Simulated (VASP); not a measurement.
Input of a VASP 6.6.1 run:

The input INCAR:

```
SYSTEM = LiF
ALGO = Normal ; EDIFF = 1E-6
ENCUT = 520 ; GGA = PE
ISIF = 2 ; ISMEAR = 0
IVDW = 13 ; LASPH = .TRUE.
LCHARG = .TRUE. ; LELF = .TRUE.
LREAL = .FALSE. ; LVHAR = .TRUE.
LWAVE = .FALSE. ; NBANDS = 12
NELM = 80 ; PREC = Accurate
SIGMA = 0.05
```

KPOINTS

```
k-points
0
G
  10 10 10
  0 0 0
```

The input POSCAR:

```
LiF
1.0
    0.0000000000      2.0140017468      2.0140017468
    2.0140017468      0.0000000000      2.0140017468
    2.0140017468      2.0140017468      0.0000000000
Li F
1 1
Direct
    0.0000000000      0.0000000000      0.0000000000
    0.5000000000      0.5000000000      0.5000000000
```

Potentials or basis: VASP PAW PBE potentials, release 64 (Li_sv, F).

Launch:

```console
$ cat potpaw_PBE.64/Li_sv/POTCAR potpaw_PBE.64/F/POTCAR > POTCAR
$ mpirun -np 1 vasp_std > vasp.out
```

Task: What does it give for the band gap on the k mesh?

Result: 9.09 eV, direct.

Task: Predict the dispersion energy per atom.

Result: -0.063 eV.

 A k mesh can miss the band edges.
